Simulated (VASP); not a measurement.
# LiH (Fm-3m) in VASP: settings compared

Aim: see how the results for LiH move with the level of theory and the settings. Levels: LDA, PBE. Tasks: single point.

Program: VASP 6.6.1. These are calculated values, not measurements. Logs are shortened: lines on timing, memory, paths and dates and some standing lists are left out, and cuts for length are marked.

## 1. The cell of the first run

The structure is cubic, space group Fm-3m (No. 225). Conventional cell: a = 4.006 Å, b = 4.006 Å, c = 4.006 Å, α = 90.00°, β = 90.00°, γ = 90.00°. Li (site symmetry m-3m) has 6 H at 2.00 Å within 2.7 Å. H (site symmetry m-3m) has 6 Li at 2.00 Å within 2.7 Å.

## 2. Single point, LDA

Contents of INCAR:

```
PREC = Accurate ; ENCUT = 750
EDIFF = 1E-6 ; ISMEAR = 0
SIGMA = 0.01 ; LREAL = False
LASPH = True ; NELM = 120
ALGO = Normal ; ISIF = 2
LWAVE = False ; LCHARG = False
GGA = CA ; NBANDS = 9
GGA_COMPAT = False
```

Contents of KPOINTS:

```
Automatic mesh
0
Gamma
  4 4 4
```

Contents of POSCAR:

```
LiH
1.0
    0.0000000000      2.0029948411      2.0029948411
    2.0029948411      0.0000000000      2.0029948411
    2.0029948411      2.0029948411      0.0000000000
Li H
1 1
Direct
    0.0000000000      0.0000000000      0.0000000000
    0.5000000000      0.5000000000      0.5000000000
```

Potentials or basis: VASP PAW LDA potentials, release 64 (Li_sv, H).

The run is started by

```console
cat potpaw_LDA.64/Li_sv/POTCAR potpaw_LDA.64/H/POTCAR > POTCAR
mpirun -np 1 vasp_std > vasp.out
```

OUTCAR:

```text
PREC = Accurate
   ENCUT = 750
   EDIFF = 1E-6
   ISMEAR = 0
   LREAL = False
   LASPH = True
   NELM = 120
   ISIF = 2
   GGA = CA

 ion  position               nearest neighbor table
   1  0.000  0.000  0.000-
   2  0.500  0.500  0.500-

  LATTYP: Found a face centered cubic cell.
 ALAT       =     4.0059896822

  Lattice vectors:

 A1 = (   0.0000000000,   2.0029948411,   2.0029948411)
 A2 = (   2.0029948411,   0.0000000000,   2.0029948411)
 A3 = (   2.0029948411,   2.0029948411,   0.0000000000)

Analysis of symmetry for initial positions (statically):
=====================================================================
 Subroutine PRICEL returns:
 Original cell was already a primitive cell.

 Routine SETGRP: Setting up the symmetry group for a
 face centered cubic supercell.

 Subroutine GETGRP returns: Found 48 space group operations
 (whereof 48 operations were pure point group operations)
 out of a pool of 48 trial point group operations.

The static configuration has the point symmetry O_h .

Analysis of symmetry for dynamics (positions and initial velocities):
=====================================================================
 Subroutine PRICEL returns:
 Original cell was already a primitive cell.

 Routine SETGRP: Setting up the symmetry group for a
 face centered cubic supercell.

 Subroutine GETGRP returns: Found 48 space group operations
 (whereof 48 operations were pure point group operations)
 out of a pool of 48 trial point group operations.

The dynamic configuration has the point symmetry O_h .

 Subroutine INISYM returns: Found 48 space group operations
 (whereof 48 operations are pure point group operations),
 and found     1 'primitive' translations

----------------------------------------------------------------------------------------

                                     Primitive cell

  volume of cell :      16.0720

  direct lattice vectors                    reciprocal lattice vectors
     0.000000000  2.002994841  2.002994841    -0.249626205  0.249626205  0.249626205
     2.002994841  0.000000000  2.002994841     0.249626205 -0.249626205  0.249626205
     2.002994841  2.002994841  0.000000000     0.249626205  0.249626205 -0.249626205

  length of vectors
     2.832662470  2.832662470  2.832662470     0.432365269  0.432365269  0.432365269

  position of ions in fractional coordinates (direct lattice)
     0.000000000  0.000000000  0.000000000
     0.500000000  0.500000000  0.500000000

  ion indices of the primitive-cell ions
   primitive index   ion index
                 1           1
                 2           2

----------------------------------------------------------------------------------------

 KPOINTS: Automatic mesh

Automatic generation of k-mesh.
 Grid dimensions read from file:
 generate k-points for:    4    4    4

 Generating k-lattice:

  Cartesian coordinates                     Fractional coordinates (reciprocal lattice)
    -0.062406551  0.062406551  0.062406551     0.250000000  0.000000000  0.000000000
     0.062406551 -0.062406551  0.062406551     0.000000000  0.250000000  0.000000000
     0.062406551  0.062406551 -0.062406551     0.000000000  0.000000000  0.250000000

  Length of vectors
     0.108091317  0.108091317  0.108091317

  Shift w.r.t. Gamma in fractional coordinates (k-lattice)
     0.000000000  0.000000000  0.000000000

 Subroutine IBZKPT returns following result:
 ===========================================

 Found      8 irreducible k-points:

 Following reciprocal coordinates:
            Coordinates               Weight
  0.000000  0.000000  0.000000      1.000000
  0.250000  0.000000  0.000000      8.000000
  0.500000  0.000000  0.000000      4.000000
  0.250000  0.250000  0.000000      6.000000
  0.500000  0.250000  0.000000     24.000000
 -0.250000  0.250000  0.000000     12.000000
  0.500000  0.500000  0.000000      3.000000
 -0.250000  0.500000  0.250000      6.000000
   k-points           NKPTS =      8   k-points in BZ     NKDIM =      8   number of bands    NBANDS=      9
   number of dos      NEDOS =    301   number of ions     NIONS =      2
   total plane-waves  NPLWV =  21952
   dimension x,y,z NGX =    28 NGY =   28 NGZ =   28
   dimension x,y,z NGXF=    56 NGYF=   56 NGZF=   56
   ions per type =               1   1
   NGX,Y,Z   is equivalent  to a cutoff of  16.43, 16.43, 16.43 a.u.
   NGXF,Y,Z  is equivalent  to a cutoff of  32.87, 32.87, 32.87 a.u.
 SYSTEM =  unknown system
   PREC   = accura    normal or accurate (medium, high low for compatibility)
   ISTART =      0    job   : 0-new  1-cont  2-samecut
   ICHARG =      2    charge: 1-file 2-atom 10-const
   ISPIN  =      1    spin polarized calculation?
   LNONCOLLINEAR =      F non collinear calculations
   LSORBIT =      F    spin-orbit coupling
   LASPH  =      T    aspherical Exc in radial PAW
   ENCUT  =  750.0 eV  55.12 Ry    7.42 a.u.   6.33  6.33  6.33*2*pi/ulx,y,z
   NELM   =    120;   NELMIN=  2; NELMDL= -5     # of ELM steps
   EDIFF  = 0.1E-05   stopping-criterion for ELM
   LREAL  =      F    real-space projection
   EDIFFG = 0.1E-04   stopping-criterion for IOM
   NSW    =      0    number of steps for IOM
   IBRION =     -1    ionic relax: 0-MD 1-quasi-New 2-CG
   NFREE  =      0    steps in history (QN), initial steepest desc. (CG)
   ISIF   =      2    stress and relaxation
   ISYM   =      2    0-nonsym 1-usesym 2-fastsym
   POTIM  = 0.5000    time-step for ionic-motion
   TEBEG  =    0.0;   TEEND  =   0.0 temperature during run
   PSTRESS=    0.0 pullay stress
   NELECT =       4.0000    total number of electrons
   NUPDOWN=      -1.0000    fix difference up-down
   EMIN   =  10.00;   EMAX   =-10.00  energy-range for DOS
   EFERMI =   0.00;   METHOD = LEGACY
   ISMEAR =     0;   SIGMA  =   0.01  broadening in eV -4-tet -1-fermi 0-gaus
   EFERMI_NEDOS =   21; number of points for ismear=-14 and -15
   IALGO  =     38    algorithm
   IMIX   =      4    mixing-type and parameters
     AMIX     =   0.40;   BMIX     =  1.00
     AMIX_MAG =   1.60;   BMIX_MAG =  1.00
  volume/ion in A,a.u.               =       8.04        54.23
  Fermi-wavevector in a.u.,A,eV,Ry     =   1.029765  1.945975 14.427849  1.060417
  Thomas-Fermi vector in A             =   2.163830
   LORBIT       =      0    0 simple, 1 ext, 2 COOP (PROOUT), +10 PAW based schemes
   GGA     = CA    functional components
   LHFCALC =     F    Hartree Fock is set to
   AEXX    =    0.0000 exact exchange contribution
   IVDW    =     0    specifies the selected vdW correction
   LEPSILON=     F    determine dielectric tensor
   LRPA    =     F    only Hartree local field effects (RPA)
 non-spin polarized calculation
 Gauss-broadening in eV      SIGMA  =   0.01
  energy-cutoff  :      750.00
  volume of cell :       16.07
 maximum number of plane-waves:       754
 NGX is ok and might be reduce to    28
   NGX = 13   NGY = 13   NGZ = 13

 number of electron       4.0000001 magnetization

 Free energy of the ion-electron system (eV)
  ---------------------------------------------------
  ext. energy  EPLUGINS =         0.00000000
  ---------------------------------------------------
  free energy    TOTEN  =        -6.46799908 eV

  energy without entropy =       -6.46799908  energy(sigma->0) =       -6.46799908

 E-fermi :   0.3907     XC(G=0):  -8.8070

 val. band max:        0.2340369629   @ k =   0.5000   0.5000   0.0000
 cond. band min:       2.8234427923   @ k =   0.5000   0.5000   0.0000
 fundamental gap:      2.5894058294
 Fermi energy:         0.3906527227

 k-point     1 :       0.0000    0.0000    0.0000
  band No.  band energies     occupation
      1     -43.2549      2.00000
      2      -5.3463      2.00000
      3      16.3750      0.00000
      4      17.6374      0.00000
      5      17.6374      0.00000
      6      17.6374      0.00000
      7      22.4769      0.00000
      8      22.4769      0.00000
      9      22.4769      0.00000

 k-point     2 :       0.2500    0.0000    0.0000
  band No.  band energies     occupation
      1     -43.2286      2.00000
      2      -4.2881      2.00000
      3       9.6786      0.00000
      4      15.1730      0.00000
      5      16.3993      0.00000
      6      16.3993      0.00000
      7      22.0564      0.00000
      8      22.0564      0.00000
      9      23.4513      0.00000

 k-point     3 :       0.5000    0.0000    0.0000
  band No.  band energies     occupation
      1     -43.2022      2.00000
      2      -2.5391      2.00000
      3       4.8481      0.00000
      4      13.7676      0.00000
      5      16.2046      0.00000
      6      16.2046      0.00000
      7      19.0381      0.00000
      8      19.0381      0.00000
      9      27.1411      0.00000

 k-point     4 :       0.2500    0.2500    0.0000
  band No.  band energies     occupation
      1     -43.2201      2.00000
      2      -3.8194      2.00000
      3      10.5432      0.00000
      4      12.8322      0.00000
      5      12.8322      0.00000
      6      16.2209      0.00000
      7      17.5087      0.00000
      8      26.7384      0.00000
      9      29.6813      0.00000

 k-point     5 :       0.5000    0.2500    0.0000
  band No.  band energies     occupation
      1     -43.1942      2.00000
      2      -1.6162      2.00000
      3       5.3587      0.00000
      4       8.8657      0.00000
      5      12.3009      0.00000
      6      16.1663      0.00000
      7      21.4095      0.00000
      8      26.2064      0.00000
      9      28.1518      0.00000

 k-point     6 :      -0.2500    0.2500    0.0000
  band No.  band energies     occupation
      1     -43.2026      2.00000
      2      -2.5793      2.00000
      3       7.3890      0.00000
      4       8.3500      0.00000
      5      15.0377      0.00000
      6      15.7201      0.00000
      7      23.0769      0.00000
      8      25.3999      0.00000
      9      26.9789      0.00000

 k-point     7 :       0.5000    0.5000    0.0000
  band No.  band energies     occupation
      1     -43.1862      2.00000
      2       0.2340      2.00000
      3       2.8234      0.00000
      4      10.6192      0.00000
      5      10.6192      0.00000
      6      13.8900      0.00000
      7      17.2037      0.00000
      8      34.7415      0.00000
      9      34.7416      0.00000

 k-point     8 :      -0.2500    0.5000    0.2500
  band No.  band energies     occupation
      1     -43.1859      2.00000
      2      -0.0247      2.00000
      3       5.1096      0.00000
      4       5.1096      0.00000
      5      11.7138      0.00000
      6      17.4789      0.00000
      7      23.9897      0.00000
      8      23.9897      0.00000
      9      27.8933      0.00000

------------------------ aborting loop because EDIFF is reached ----------------------------------------

  FORCE on cell =-STRESS in cart. coord.  units (eV):
  Direction    XX          YY          ZZ          XY          YZ          ZX
  --------------------------------------------------------------------------------------
  -------------------------------------------------------------------------------------
  Total       -0.2360898     -0.2360898     -0.2360898      0.0000000     -0.0000000     -0.0000000
  in kB      -23.5352205    -23.5352205    -23.5352205      0.0000000     -0.0000000     -0.0000000
  external PRESSURE =     -23.5352205 kB  Pullay stress =       0.0000000 kB

 VOLUME and BASIS-vectors are now :
 -----------------------------------------------------------------------------
  energy-cutoff  :      750.00
  volume of cell :       16.07
      direct lattice vectors                 reciprocal lattice vectors
     0.000000000  2.002994841  2.002994841    -0.249626205  0.249626205  0.249626205
     2.002994841  0.000000000  2.002994841     0.249626205 -0.249626205  0.249626205
     2.002994841  2.002994841  0.000000000     0.249626205  0.249626205 -0.249626205

 POSITION                                       TOTAL-FORCE (eV/Angst)
 -----------------------------------------------------------------------------------
      0.00000      0.00000      0.00000         0.000000      0.000000      0.000000
      2.00299      2.00299      2.00299        -0.000000     -0.000000     -0.000000
 -----------------------------------------------------------------------------------
    total drift:                                0.000000      0.000000      0.000000

  FREE ENERGIE OF THE ION-ELECTRON SYSTEM (eV)
  ---------------------------------------------------
  free  energy   TOTEN  =        -6.4679990846 eV

  energy  without entropy=       -6.4679990846  energy(sigma->0) =       -6.46799908
```

It took 3.2 s on 1 thread of Intel Xeon 8259CL, shared host; peak memory 0.13 GiB.

What came out:

```
Free energy            : -6.4680 eV
Pressure               : -2.4 GPa
Band gap on the k mesh : 2.59 eV
```

Levels at points of the mesh, in eV from the valence-band top:
| k point | band 1 | band 2 | band 3 | band 4 | band 5 | band 6 | band 7 |
| --- | --- | --- | --- | --- | --- | --- | --- |
| (0.00, 0.00, 0.00) | -43.49 | -5.58 | 16.14 | 17.40 | 17.40 | 17.40 | 22.24 |
| (0.50, 0.00, 0.00) | -43.44 | -2.77 | 4.61 | 13.53 | 15.97 | 15.97 | 18.80 |
| (0.50, 0.50, 0.00) | -43.42 | 0.00 | 2.59 | 10.39 | 10.39 | 13.66 | 16.97 |

Caveat: the k points lie up to 0.68 Å⁻¹ apart.

## 3. Single point, PBE

Contents of INCAR:

```
SYSTEM = LiH
  PREC = Accurate
  ENCUT = 750
  EDIFF = 1E-6
  ISMEAR = 0
  SIGMA = 0.01
  LREAL = .False.
  LASPH = .True.
  NELM = 120
  ALGO = Normal
  ISIF = 2
  LWAVE = .False.
  LCHARG = .True.
  GGA = PE
  LELF = .True.
  LVHAR = .True.
  NBANDS = 9
  GGA_COMPAT = .False.
```

Contents of KPOINTS:

```
regular mesh
0
Gamma
  4 4 4
  0 0 0
```

POSCAR is that of step 2.

Potentials or basis: VASP PAW PBE potentials, release 64 (Li_sv, H).

The run is started by

```console
cat potpaw_PBE.64/Li_sv/POTCAR potpaw_PBE.64/H/POTCAR > POTCAR
mpirun -np 1 vasp_std > vasp.out
```

OUTCAR:

```text
SYSTEM = LiH
   PREC = Accurate
   ENCUT = 750
   EDIFF = 1E-6
   ISMEAR = 0
   LREAL = .False.
   LASPH = .True.
   NELM = 120
   ISIF = 2
   GGA = PE

 ion  position               nearest neighbor table
   1  0.000  0.000  0.000-
   2  0.500  0.500  0.500-

  LATTYP: Found a face centered cubic cell.
 ALAT       =     4.0059896822

  Lattice vectors:

 A1 = (   0.0000000000,   2.0029948411,   2.0029948411)
[... 261 lines left out ...]
      8      24.2458      0.00000
      9      28.1213      0.00000

------------------------ aborting loop because EDIFF is reached ----------------------------------------

  FORCE on cell =-STRESS in cart. coord.  units (eV):
  Direction    XX          YY          ZZ          XY          YZ          ZX
  --------------------------------------------------------------------------------------
  -------------------------------------------------------------------------------------
  Total        0.0178867      0.0178867      0.0178867     -0.0000000     -0.0000000      0.0000000
  in kB        1.7830864      1.7830864      1.7830864     -0.0000000     -0.0000000      0.0000000
  external PRESSURE =       1.7830864 kB  Pullay stress =       0.0000000 kB

 VOLUME and BASIS-vectors are now :
 -----------------------------------------------------------------------------
  energy-cutoff  :      750.00
  volume of cell :       16.07
      direct lattice vectors                 reciprocal lattice vectors
     0.000000000  2.002994841  2.002994841    -0.249626205  0.249626205  0.249626205
     2.002994841  0.000000000  2.002994841     0.249626205 -0.249626205  0.249626205
     2.002994841  2.002994841  0.000000000     0.249626205  0.249626205 -0.249626205

 POSITION                                       TOTAL-FORCE (eV/Angst)
 -----------------------------------------------------------------------------------
      0.00000      0.00000      0.00000        -0.000000     -0.000000      0.000000
      2.00299      2.00299      2.00299         0.000000      0.000000     -0.000000
 -----------------------------------------------------------------------------------
    total drift:                                0.000000      0.000000      0.000000

  FREE ENERGIE OF THE ION-ELECTRON SYSTEM (eV)
  ---------------------------------------------------
  free  energy   TOTEN  =        -6.1124248551 eV

  energy  without entropy=       -6.1124248551  energy(sigma->0) =       -6.11242486
```

Run time: 5.1 s. Hardware: 1 thread of Intel Xeon 8259CL, shared host; peak memory 0.14 GiB.

Results:

* Free energy: -6.1124 eV
* Pressure: 0.2 GPa
* Band gap on the k mesh: 2.97 eV

Caveat: the k points lie up to 0.68 Å⁻¹ apart. A k mesh can miss the band edges.
